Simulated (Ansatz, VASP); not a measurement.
## InAs: VASP beside Ansatz

The input POSCAR:

```
InAs
1.0
    0.0000000000      3.0240000793      3.0240000793
    3.0240000793      0.0000000000      3.0240000793
    3.0240000793      3.0240000793      0.0000000000
In As
1 1
Direct
    0.0000000000      0.0000000000      0.0000000000
    0.7500000000      0.7500000000      0.7500000000
```

File INCAR.step1:

```
PREC = Accurate
ENCUT = 520
ISMEAR = 0
SIGMA = 0.05
LREAL = F
LASPH = T
NELM = 100
NBANDS = 16
GGA = PE
ALGO = Normal
EDIFF = 1E-4
LWAVE = T
LCHARG = F
```

INCAR.step2

```
PREC = Accurate
ENCUT = 520
EDIFF = 1E-6
ISMEAR = 0
SIGMA = 0.05
LREAL = F
LASPH = T
NELM = 100
ALGO = Normal
ISIF = 2
LWAVE = F
LCHARG = F
METAGGA = R2SCAN
LMIXTAU = T
LUSE_VDW = T
IVDW_NL = 2
BPARAM = 11.95
CPARAM = 0.0093
NBANDS = 16
ISTART = 1
```

Contents of KPOINTS:

```
Automatic mesh
0
Gamma
  6 6 6
```

Input for Ansatz:

```yaml
crystal:
  lattice:
    - [0.0, 3.0240000793, 3.0240000793]
    - [3.0240000793, 0.0, 3.0240000793]
    - [3.0240000793, 3.0240000793, 0.0]
  atoms:
    - { symbol: In, position: [0.0, 0.0, 0.0] }
    - { symbol: As, position: [0.75, 0.75, 0.75] }
basis:
  ecutwfc: 500
  ecutrho_ratio: 4
kpoints:
  mp_grid: { grid: [6, 6, 6] }
hamiltonian:
  xc: r2scan
  dispersion: rvv10
scf:
  occupations: { method: gaussian, width: 0.05 }
output:
  forces: true
  stress: true
  eigenvalues: true
```

Alike in both runs: task single point; functional r2SCAN; dispersion rVV10; k mesh 6 × 6 × 6; occupations gaussian, width 0.05 eV; no spin polarisation.

|  | VASP | Ansatz |
| --- | --- | --- |
| version | VASP 6.6.1 | Ansatz 0.2.0 |
| potentials or method | VASP PAW PBE potentials, release 64 (In_d, As), cutoff 520 eV | scalar-relativistic, plane waves, PAW |
| valence electrons in the cell | 18 | 28 |

|  | VASP | Ansatz | Ansatz less VASP |
| --- | --- | --- | --- |
| gap on the k mesh at the Fermi level (eV) | 0.22 | 0.22 | -0.001 |
| least direct gap on the mesh (eV) | 0.22 | 0.22 | -0.001 |
| pressure (GPa) | 1.2 | 1.0 | -0.13 |

VASP's potentials were made for PBE, not for r2SCAN. VASP's potentials hold 18 valence electrons a cell and Ansatz's 28, so a difference there can come from the potentials and not from the codes.
